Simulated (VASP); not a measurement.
# TiO2 (P4_2/mnm) in VASP: further runs, part 4 of 4

VASP 6.6.1. The steps go on from the part before.

## 6. Single point, PBE

This run uses another cell than the first one, of 10.41 Å³/atom.

File INCAR:

```
SYSTEM = TiO2
  PREC = Accurate
  ENCUT = 520
  EDIFF = 1E-7
  ISMEAR = 0
  SIGMA = 0.02
  LREAL = .False.
  LASPH = .True.
  NELM = 60
  ALGO = Normal
  ISIF = 2
  LWAVE = .False.
  LCHARG = .False.
  GGA = PE
  NBANDS = 33
```

File KPOINTS:

```
Automatic mesh
0
Gamma
  6 6 10
  0 0 0
```

File POSCAR:

```
TiO2
1.0
    4.5994324596      0.0000000000      0.0000000000
    0.0000000000      4.5994324596      0.0000000000
    0.0000000000      0.0000000000      2.9516943529
Ti O
2 4
Direct
    0.5000000000      0.5000000000      0.0000000000
    0.0000000000      0.0000000000      0.5000000000
    0.6957467690      0.6957467690      0.5000000000
    0.8042532310      0.1957467690      0.0000000000
    0.1957467690      0.8042532310      0.0000000000
    0.3042532310      0.3042532310      0.5000000000
```

Potentials or basis: VASP PAW PBE potentials, release 64 (Ti_sv, O).

On the command line:

```sh
> cat potpaw_PBE.64/Ti_sv/POTCAR potpaw_PBE.64/O/POTCAR > POTCAR
> mpirun -np 1 vasp_std > vasp.out
```

OUTCAR:

```text
SYSTEM = TiO2
   PREC = Accurate
   ENCUT = 520
   EDIFF = 1E-7
   ISMEAR = 0
   LREAL = .False.
   LASPH = .True.
   NELM = 60
   ISIF = 2
   GGA = PE

 ion  position               nearest neighbor table
   1  0.500  0.500  0.000-   3 1.95   6 1.95   3 1.95   6 1.95   5 1.98   4 1.98
   2  0.000  0.000  0.500-   4 1.95   5 1.95   4 1.95   5 1.95   3 1.98   6 1.98
   3  0.696  0.696  0.500-   1 1.95   1 1.95   2 1.98
   4  0.804  0.196  0.000-   2 1.95   2 1.95   1 1.98
   5  0.196  0.804  0.000-   2 1.95   2 1.95   1 1.98
   6  0.304  0.304  0.500-   1 1.95   1 1.95   2 1.98

  LATTYP: Found a simple tetragonal cell.
 ALAT       =     4.5994324596
 C/A-ratio  =     0.6417518637

  Lattice vectors:

 A1 = (   4.5994324596,   0.0000000000,   0.0000000000)
 A2 = (   0.0000000000,   4.5994324596,   0.0000000000)
 A3 = (   0.0000000000,   0.0000000000,   2.9516943529)

Analysis of symmetry for initial positions (statically):
=====================================================================
 Subroutine PRICEL returns:
 Original cell was already a primitive cell.

 Routine SETGRP: Setting up the symmetry group for a
 simple tetragonal supercell.

 Subroutine GETGRP returns: Found 16 space group operations
 (whereof  8 operations were pure point group operations)
 out of a pool of 16 trial point group operations.

The static configuration has the point symmetry D_2h.
 The point group associated with its full space group is D_4h.

Analysis of symmetry for dynamics (positions and initial velocities):
=====================================================================
 Subroutine PRICEL returns:
 Original cell was already a primitive cell.

 Routine SETGRP: Setting up the symmetry group for a
 simple tetragonal supercell.

[... 132 lines left out ...]
     AMIX     =   0.40;   BMIX     =  1.00
     AMIX_MAG =   1.60;   BMIX_MAG =  1.00
  volume/ion in A,a.u.               =      10.41        70.23
  Fermi-wavevector in a.u.,A,eV,Ry     =   1.499669  2.833963 30.599581  2.249006
  Thomas-Fermi vector in A             =   2.611269
   LORBIT       =      0    0 simple, 1 ext, 2 COOP (PROOUT), +10 PAW based schemes
   GGA     = PE    functional components
   LHFCALC =     F    Hartree Fock is set to
   AEXX    =    0.0000 exact exchange contribution
   IVDW    =     0    specifies the selected vdW correction
   LEPSILON=     F    determine dielectric tensor
   LRPA    =     F    only Hartree local field effects (RPA)
 non-spin polarized calculation
 Gauss-broadening in eV      SIGMA  =   0.02
  energy-cutoff  :      520.00
  volume of cell :       62.44
 maximum number of plane-waves:      1699
 NGX is ok and might be reduce to    36
   NGX = 17   NGY = 17   NGZ = 11

 number of electron      48.0000020 magnetization

 Free energy of the ion-electron system (eV)
  ---------------------------------------------------
  ext. energy  EPLUGINS =         0.00000000
  ---------------------------------------------------
  free energy    TOTEN  =       -53.64652730 eV

  energy without entropy =      -53.64652730  energy(sigma->0) =      -53.64652730

 E-fermi :   5.0987     XC(G=0): -11.4114

 val. band max:        4.8497391693   @ k =   0.0000   0.0000   0.0000
 cond. band min:       6.6961540128   @ k =   0.0000   0.0000   0.0000
 fundamental gap:      1.8464148435
 Fermi energy:         5.0987047047

 k-point     1 :       0.0000    0.0000    0.0000
  band No.  band energies     occupation
      1     -52.0748      2.00000
      2     -52.0578      2.00000
      3     -28.3822      2.00000
      4     -28.3822      2.00000
      5     -28.2176      2.00000
      6     -28.2176      2.00000
[... 853 lines left out ...]
     32      10.1627      0.00000
     33      11.3467      0.00000

 [... further k-points ...]

------------------------ aborting loop because EDIFF is reached ----------------------------------------

  FORCE on cell =-STRESS in cart. coord.  units (eV):
  Direction    XX          YY          ZZ          XY          YZ          ZX
  --------------------------------------------------------------------------------------
  -------------------------------------------------------------------------------------
  Total        2.1764542      2.1764542      2.2934260     -0.0000000      0.0000000      0.0000000
  in kB       55.8444783     55.8444783     58.8457964     -0.0000000      0.0000000      0.0000000
  external PRESSURE =      56.8449177 kB  Pullay stress =       0.0000000 kB

 VOLUME and BASIS-vectors are now :
 -----------------------------------------------------------------------------
  energy-cutoff  :      520.00
  volume of cell :       62.44
      direct lattice vectors                 reciprocal lattice vectors
     4.599432460  0.000000000  0.000000000     0.217418129  0.000000000  0.000000000
     0.000000000  4.599432460  0.000000000     0.000000000  0.217418129  0.000000000
     0.000000000  0.000000000  2.951694353     0.000000000  0.000000000  0.338788465

 POSITION                                       TOTAL-FORCE (eV/Angst)
 -----------------------------------------------------------------------------------
      2.29972      2.29972      0.00000         0.000000     -0.000000     -0.000000
      0.00000      0.00000      1.47585         0.000000     -0.000000     -0.000000
      3.20004      3.20004      1.47585         0.019321      0.019321     -0.000000
      3.69911      0.90032      0.00000        -0.019321      0.019321     -0.000000
      0.90032      3.69911      0.00000         0.019321     -0.019321      0.000000
      1.39939      1.39939      1.47585        -0.019321     -0.019321      0.000000
 -----------------------------------------------------------------------------------
    total drift:                               -0.000000     -0.000000      0.000000

  FREE ENERGIE OF THE ION-ELECTRON SYSTEM (eV)
  ---------------------------------------------------
  free  energy   TOTEN  =       -53.6465273028 eV

  energy  without entropy=      -53.6465273028  energy(sigma->0) =      -53.64652730
```

stdout:

```text
POSCAR found type information on POSCAR TiO
 POSCAR found :  2 types and       6 ions
 scaLAPACK will be used
 LDA part: xc-table for (Slater+PW92), standard interpolation
 POSCAR, INCAR and KPOINTS ok, starting setup
 FFT: planning ... GRIDC
 FFT: planning ... GRID_SOFT
 FFT: planning ... GRID
 WAVECAR not read
 entering main loop
```

Run time: 3.3 min. Hardware: 1 thread of Intel Xeon 8259CL, shared host; peak memory 0.24 GiB.

Results:

* Free energy: -53.6465 eV
* Pressure: 5.7 GPa
* Largest force: 0.027 eV/Å
* Band gap on the k mesh: 1.85 eV

Forces on the atoms (eV/Å):
```
Ti   0.000  0.000  0.000
Ti   0.000  0.000  0.000
O    0.019  0.019  0.000
O   -0.019  0.019  0.000
O    0.019 -0.019  0.000
O   -0.019 -0.019  0.000
```

Stress tensor (GPa, compression positive):
```
5.58 0.00 0.00
0.00 5.58 0.00
0.00 0.00 5.88
```

Levels at points of the mesh, in eV from the valence-band top:
| k point | band 22 | band 23 | band 24 | band 25 | band 26 | band 27 |
| --- | --- | --- | --- | --- | --- | --- |
| (0.00, 0.00, 0.00) | -0.46 | -0.46 | 0.00 | 1.85 | 2.13 | 2.39 |
| (0.50, 0.00, 0.00) | -1.63 | -0.74 | -0.74 | 2.51 | 2.51 | 3.02 |
| (0.50, 0.50, 0.00) | -1.30 | -1.08 | -1.08 | 1.88 | 1.88 | 2.51 |
| (0.00, 0.00, 0.50) | -2.37 | -1.43 | -1.43 | 2.96 | 2.96 | 3.18 |
| (0.50, 0.00, 0.50) | -2.04 | -1.04 | -1.04 | 1.90 | 1.90 | 3.20 |
| (0.50, 0.50, 0.50) | -1.29 | -0.68 | -0.68 | 2.59 | 2.59 | 3.19 |

Caveat: the cell stands under pressure.

## 7. The runs side by side

| cell | gap on the mesh (eV) | pressure (GPa) | largest force (eV/Å) |
| --- | --- | --- | --- |
| a = 4.394, b = 4.394, c = 2.879 Å, 6 atoms, atomic positions A | 2.01 | 40.8 | 0.02 |
| a = 4.496, b = 4.496, c = 2.917 Å, 6 atoms, atomic positions B | 1.91 | 20.8 | 0.03 |
| a = 4.561, b = 4.561, c = 2.940 Å, 6 atoms, atomic positions C | 1.87 | 10.7 | 0.03 |
| a = 4.599, b = 4.599, c = 2.952 Å, 6 atoms, atomic positions D | 1.85 | 5.7 | 0.03 |

Alike in all rows: task single point; level PBE; potentials or basis VASP PAW PBE potentials, release 64 (Ti_sv, O); no spin polarisation; k mesh 6 × 6 × 10; cutoff (eV) 520; smearing gaussian 0.02 eV.

Caveats: the cell stands under pressure.

Absolute energies hang on the potentials; compare differences alone.
